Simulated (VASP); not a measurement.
# Ga (Im-3m) in VASP: further runs

The runs below take Ga through single point, with LDA.

All numbers are computed with VASP 6.6.1; they aren't measurements. Logs are shortened: lines on timing, memory, paths and dates and some standing lists are left out, and cuts for length are marked.

### 1 The cell of the first run

It takes space group Im-3m (No. 229, cubic). The conventional cell has a = 2.625 Å, b = 2.625 Å, c = 2.625 Å, α = 90.00°, β = 90.00°, γ = 90.00°. Ga (site symmetry m-3m) has 14 Ga at 2.27 to 2.62 Å within 3.0 Å.

### 2 Single point, LDA (volume scaled by 0.52)

Input file INCAR:

```
  ALGO = Normal
  EDIFF = 1E-6
  ENCUT = 520
  ISIF = 2
  ISMEAR = -1
  LASPH = True
  LCHARG = True
  LELF = True
  LREAL = False
  LVHAR = True
  LWAVE = False
  NBANDS = 12
  NELM = 80
  PREC = Accurate
  SIGMA = 0.05
```

Input file KPOINTS:

```
k-points
0
Gamma
  16 16 16
```

Input file POSCAR:

```
Ga
1.0
   -1.3124459832      1.3124459832      1.3124459832
    1.3124459832     -1.3124459832      1.3124459832
    1.3124459832      1.3124459832     -1.3124459832
Ga
1
Direct
    0.0000000000      0.0000000000      0.0000000000
```

Potentials or basis: VASP PAW LDA potentials, release 64 (Ga_d).

Started as:

```sh
$ cat potpaw_LDA.64/Ga_d/POTCAR > POTCAR
$ mpirun -np 1 vasp_std > vasp.out
```

OUTCAR:

```text
EDIFF = 1E-6
   ENCUT = 520
   ISIF = 2
   ISMEAR = -1
   LASPH = True
   LREAL = False
   NELM = 80
   PREC = Accurate

 ion  position               nearest neighbor table
   1  0.000  0.000  0.000-

  LATTYP: Found a body centered cubic cell.
 ALAT       =     2.6248919664

  Lattice vectors:

 A1 = (  -1.3124459832,   1.3124459832,   1.3124459832)
 A2 = (   1.3124459832,  -1.3124459832,   1.3124459832)
 A3 = (   1.3124459832,   1.3124459832,  -1.3124459832)

Analysis of symmetry for initial positions (statically):
=====================================================================
 Subroutine PRICEL returns:
 Original cell was already a primitive cell.

 Routine SETGRP: Setting up the symmetry group for a
 body centered cubic supercell.

 Subroutine GETGRP returns: Found 48 space group operations
 (whereof 48 operations were pure point group operations)
 out of a pool of 48 trial point group operations.

The static configuration has the point symmetry O_h .

Analysis of symmetry for dynamics (positions and initial velocities):
=====================================================================
 Subroutine PRICEL returns:
 Original cell was already a primitive cell.

 Routine SETGRP: Setting up the symmetry group for a
 body centered cubic supercell.

 Subroutine GETGRP returns: Found 48 space group operations
 (whereof 48 operations were pure point group operations)
 out of a pool of 48 trial point group operations.

The dynamic configuration has the point symmetry O_h .

 Subroutine INISYM returns: Found 48 space group operations
 (whereof 48 operations are pure point group operations),
 and found     1 'primitive' translations

----------------------------------------------------------------------------------------

                                     Primitive cell

  volume of cell :       9.0428

  direct lattice vectors                    reciprocal lattice vectors
    -1.312445983  1.312445983  1.312445983     0.000000000  0.380968060  0.380968060
     1.312445983 -1.312445983  1.312445983     0.380968060  0.000000000  0.380968060
     1.312445983  1.312445983 -1.312445983     0.380968060  0.380968060  0.000000000

  length of vectors
     2.273223125  2.273223125  2.273223125     0.538770197  0.538770197  0.538770197

  position of ions in fractional coordinates (direct lattice)
     0.000000000  0.000000000  0.000000000

  ion indices of the primitive-cell ions
   primitive index   ion index
                 1           1

----------------------------------------------------------------------------------------

 KPOINTS: k-points

Automatic generation of k-mesh.
 Grid dimensions read from file:
 generate k-points for:   16   16   16

 Generating k-lattice:

  Cartesian coordinates                     Fractional coordinates (reciprocal lattice)
     0.000000000  0.023810504  0.023810504     0.062500000  0.000000000  0.000000000
     0.023810504  0.000000000  0.023810504     0.000000000  0.062500000  0.000000000
     0.023810504  0.023810504  0.000000000     0.000000000  0.000000000  0.062500000

  Length of vectors
     0.033673137  0.033673137  0.033673137

  Shift w.r.t. Gamma in fractional coordinates (k-lattice)
     0.000000000  0.000000000  0.000000000

 Subroutine IBZKPT returns following result:
 ===========================================

 Found    145 irreducible k-points:

 Following reciprocal coordinates:
            Coordinates               Weight
  0.000000  0.000000  0.000000      1.000000
  0.062500  0.000000  0.000000     12.000000
  0.125000  0.000000  0.000000     12.000000
  0.187500  0.000000  0.000000     12.000000
  0.250000  0.000000  0.000000     12.000000
  0.312500  0.000000  0.000000     12.000000
[... 16 lines left out ...]
  0.187500  0.187500  0.000000     24.000000
  0.250000  0.187500  0.000000     48.000000
 [... further k-points ...]
   k-points           NKPTS =    145   k-points in BZ     NKDIM =    145   number of bands    NBANDS=     12
   number of dos      NEDOS =    301   number of ions     NIONS =      1
   total plane-waves  NPLWV =   5832
   dimension x,y,z NGX =    18 NGY =   18 NGZ =   18
   dimension x,y,z NGXF=    36 NGYF=   36 NGZF=   36
   ions per type =               1
   NGX,Y,Z   is equivalent  to a cutoff of  13.16, 13.16, 13.16 a.u.
   NGXF,Y,Z  is equivalent  to a cutoff of  26.33, 26.33, 26.33 a.u.
 SYSTEM =  unknown system
   PREC   = accura    normal or accurate (medium, high low for compatibility)
   ISTART =      0    job   : 0-new  1-cont  2-samecut
   ICHARG =      2    charge: 1-file 2-atom 10-const
   ISPIN  =      1    spin polarized calculation?
   LNONCOLLINEAR =      F non collinear calculations
   LSORBIT =      F    spin-orbit coupling
   LASPH  =      T    aspherical Exc in radial PAW
   ENCUT  =  520.0 eV  38.22 Ry    6.18 a.u.   4.23  4.23  4.23*2*pi/ulx,y,z
   NELM   =     80;   NELMIN=  2; NELMDL= -5     # of ELM steps
   EDIFF  = 0.1E-05   stopping-criterion for ELM
   LREAL  =      F    real-space projection
   EDIFFG = 0.1E-04   stopping-criterion for IOM
   NSW    =      0    number of steps for IOM
   IBRION =     -1    ionic relax: 0-MD 1-quasi-New 2-CG
   NFREE  =      0    steps in history (QN), initial steepest desc. (CG)
   ISIF   =      2    stress and relaxation
   ISYM   =      2    0-nonsym 1-usesym 2-fastsym
   POTIM  = 0.5000    time-step for ionic-motion
   TEBEG  =    0.0;   TEEND  =   0.0 temperature during run
   PSTRESS=    0.0 pullay stress
   NELECT =      13.0000    total number of electrons
   NUPDOWN=      -1.0000    fix difference up-down
   EMIN   =  10.00;   EMAX   =-10.00  energy-range for DOS
   EFERMI =   0.00;   METHOD = LEGACY
   ISMEAR =    -1;   SIGMA  =   0.05  broadening in eV -4-tet -1-fermi 0-gaus
   EFERMI_NEDOS =   21; number of points for ismear=-14 and -15
   IALGO  =     38    algorithm
   IMIX   =      4    mixing-type and parameters
     AMIX     =   0.40;   BMIX     =  1.00
     AMIX_MAG =   1.60;   BMIX_MAG =  1.00
  volume/ion in A,a.u.               =       9.04        61.02
  Fermi-wavevector in a.u.,A,eV,Ry     =   1.847656  3.491564 46.448027  3.413834
  Thomas-Fermi vector in A             =   2.898441
   LORBIT       =      0    0 simple, 1 ext, 2 COOP (PROOUT), +10 PAW based schemes
   GGA     = CA    functional components
   LHFCALC =     F    Hartree Fock is set to
   AEXX    =    0.0000 exact exchange contribution
   IVDW    =     0    specifies the selected vdW correction
   LEPSILON=     F    determine dielectric tensor
   LRPA    =     F    only Hartree local field effects (RPA)
 non-spin polarized calculation
  energy-cutoff  :      520.00
  volume of cell :        9.04
 maximum number of plane-waves:       251
 NGX is ok and might be reduce to    18
   NGX =  9   NGY =  9   NGZ =  9

 number of electron      13.0000000 magnetization

 Free energy of the ion-electron system (eV)
  ---------------------------------------------------
  ext. energy  EPLUGINS =         0.00000000
  ---------------------------------------------------
  free energy    TOTEN  =        -0.70867947 eV

  energy without entropy =       -0.70553686  energy(sigma->0) =       -0.70710817

 E-fermi :  15.7766     XC(G=0): -15.6861

 val. band max:       15.7713071604   @ k =  -0.3750   0.4375   0.1875
 cond. band min:      15.7854988101   @ k =   0.2500   0.2500   0.0625
 fundamental gap:      0.0141916496
 Fermi energy:        15.7765512456

 k-point     1 :       0.0000    0.0000    0.0000
  band No.  band energies     occupation
      1      -3.5622      2.00000
      2      -1.7701      2.00000
      3      -1.7701      2.00000
      4      -1.7701      2.00000
      5      -0.8574      2.00000
      6      -0.8574      2.00000
      7      37.9681      0.00000
      8      37.9681      0.00000
      9      37.9681      0.00000
     10      40.3428      0.00000
     11      40.3428      0.00000
     12      40.3428      0.00000

 k-point     2 :       0.0625    0.0000    0.0000
  band No.  band energies     occupation
      1      -3.3855      2.00000
      2      -1.7908      2.00000
      3      -1.7634      2.00000
      4      -1.7175      2.00000
      5      -0.8773      2.00000
      6      -0.8562      2.00000
      7      35.5791      0.00000
      8      37.3250      0.00000
      9      37.3519      0.00000
     10      38.5074      0.00000
     11      39.0588      0.00000
     12      39.5628      0.00000

 k-point     3 :       0.1250    0.0000    0.0000
  band No.  band energies     occupation
      1      -2.8944      2.00000
      2      -1.8495      2.00000
      3      -1.7157      2.00000
      4      -1.5657      2.00000
      5      -0.9224      2.00000
      6      -0.8525      2.00000
      7      31.3013      0.00000
      8      35.4336      0.00000
      9      35.9848      0.00000
     10      36.1721      0.00000
     11      38.1503      0.00000
     12      39.8452      0.00000

 k-point     4 :       0.1875    0.0000    0.0000
  band No.  band energies     occupation
      1      -2.3839      2.00000
      2      -1.9369      2.00000
      3      -1.3685      2.00000
      4      -1.3329      2.00000
      5      -0.9474      2.00000
      6      -0.8457      2.00000
      7      27.0026      0.00000
      8      33.4616      0.00000
      9      33.6668      0.00000
     10      35.0151      0.00000
     11      37.4136      0.00000
     12      40.8568      0.00000

 k-point     5 :       0.2500    0.0000    0.0000
  band No.  band energies     occupation
      1      -2.3125      2.00000
      2      -2.0392      2.00000
      3      -1.0490      2.00000
      4      -0.9998      2.00000
      5      -0.8359      2.00000
      6      -0.2064      2.00000
      7      22.9064      0.00000
      8      31.6606      0.00000
      9      31.7539      0.00000
     10      34.0397      0.00000
     11      36.8680      0.00000
     12      42.3361      0.00000

 k-point     6 :       0.3125    0.0000    0.0000
  band No.  band energies     occupation
      1      -2.4252      2.00000
      2      -2.1406      2.00000
      3      -0.9699      2.00000
      4      -0.8242      2.00000
      5      -0.7541      2.00000
      6       1.4081      2.00000
      7      19.0729      0.00000
      8      30.0234      0.00000
      9      30.3848      0.00000
     10      33.2819      0.00000
     11      36.5097      0.00000
     12      44.2244      0.00000

 k-point     7 :       0.3750    0.0000    0.0000
  band No.  band energies     occupation
      1      -2.5600      2.00000
      2      -2.2259      2.00000
      3      -0.9354      2.00000
      4      -0.8126      2.00000
      5      -0.4946      2.00000
      6       3.3704      2.00000
      7      15.5517      1.97796
      8      28.8056      0.00000
      9      29.3870      0.00000
     10      32.7459      0.00000
     11      36.3041      0.00000
     12      46.4802      0.00000

 k-point     8 :       0.4375    0.0000    0.0000
  band No.  band energies     occupation
      1      -2.6594      2.00000
      2      -2.2825      2.00000
      3      -0.9075      2.00000
      4      -0.8041      2.00000
      5      -0.3160      2.00000
      6       5.5144      2.00000
      7      12.4783      2.00000
      8      28.0525      0.00000
      9      28.7803      0.00000
     10      32.4273      0.00000
     11      36.2060      0.00000
     12      47.9342      0.00000
[... 166 lines left out ...]
 k-point    20 :       0.3125    0.1250    0.0000
  band No.  band energies     occupation
      1      -2.4117      2.00000
      2      -2.1558      2.00000
      3      -1.0056      2.00000
      4      -0.9388      2.00000
      5      -0.6421      2.00000
      6       4.0857      2.00000
      7      16.0020      0.02176
      8      23.7708      0.00000
      9      28.5361      0.00000
     10      35.5539      0.00000
     11      40.7249      0.00000
     12      43.3486      0.00000

 k-point    21 :       0.3750    0.1250    0.0000
  band No.  band energies     occupation
      1      -2.5060      2.00000
      2      -2.2113      2.00000
      3      -0.9596      2.00000
      4      -0.9067      2.00000
      5      -0.5045      2.00000
      6       6.2592      2.00000
      7      12.8925      2.00000
      8      23.2040      0.00000
      9      27.9378      0.00000
     10      35.2579      0.00000
     11      40.6689      0.00000
     12      44.7408      0.00000

 k-point    22 :       0.4375    0.1250    0.0000
  band No.  band energies     occupation
      1      -2.5406      2.00000
      2      -2.2299      2.00000
      3      -0.9360      2.00000
      4      -0.9087      2.00000
      5      -0.4494      2.00000
      6       7.7579      2.00000
      7      11.0826      2.00000
      8      23.0123      0.00000
      9      27.7357      0.00000
     10      35.1584      0.00000
     11      40.6378      0.00000
     12      45.5191      0.00000

 k-point    23 :       0.1875    0.1875    0.0000
  band No.  band energies     occupation
      1      -2.2200      2.00000
      2      -1.9353      2.00000
      3      -1.3588      2.00000
      4      -1.0369      2.00000
      5      -0.7722      2.00000
      6       2.0179      2.00000
      7      21.6837      0.00000
      8      22.2836      0.00000
      9      29.5263      0.00000
     10      37.0898      0.00000
     11      39.8038      0.00000
     12      44.7514      0.00000

 k-point    24 :       0.2500    0.1875    0.0000
  band No.  band energies     occupation
      1      -2.2903      2.00000
      2      -2.0073      2.00000
      3      -1.2429      2.00000
      4      -1.0009      2.00000
      5      -0.7082      2.00000
      6       3.8409      2.00000
      7      18.2754      0.00000
      8      20.9529      0.00000
      9      28.5031      0.00000
     10      37.0502      0.00000
     11      40.6265      0.00000
     12      45.4699      0.00000

 [... further k-points ...]
[... 5 lines left out ...]
  --------------------------------------------------------------------------------------
  -------------------------------------------------------------------------------------
  Total       11.4175581     11.4175581     11.4175581      0.0000000     -0.0000000      0.0000000
  in kB     2022.9237272   2022.9237272   2022.9237272      0.0000000     -0.0000000      0.0000000
  external PRESSURE =    2022.9237272 kB  Pullay stress =       0.0000000 kB

 VOLUME and BASIS-vectors are now :
 -----------------------------------------------------------------------------
  energy-cutoff  :      520.00
  volume of cell :        9.04
      direct lattice vectors                 reciprocal lattice vectors
    -1.312445983  1.312445983  1.312445983     0.000000000  0.380968060  0.380968060
     1.312445983 -1.312445983  1.312445983     0.380968060  0.000000000  0.380968060
     1.312445983  1.312445983 -1.312445983     0.380968060  0.380968060  0.000000000

 POSITION                                       TOTAL-FORCE (eV/Angst)
 -----------------------------------------------------------------------------------
      0.00000      0.00000      0.00000        -0.000000     -0.000000      0.000000
 -----------------------------------------------------------------------------------
    total drift:                                0.000000      0.000000      0.000000

  FREE ENERGIE OF THE ION-ELECTRON SYSTEM (eV)
  ---------------------------------------------------
  free  energy   TOTEN  =        -0.7086794728 eV

  energy  without entropy=       -0.7055368575  energy(sigma->0) =       -0.70710817
```

It took 5.7 s on 1 thread of Intel Xeon 6975P-C (Granite Rapids), shared host; peak memory 0.12 GiB.

Results:

```
Free energy : -0.7087 eV
Pressure    : 202.3 GPa
```

(Continued in part 2 of 2.)
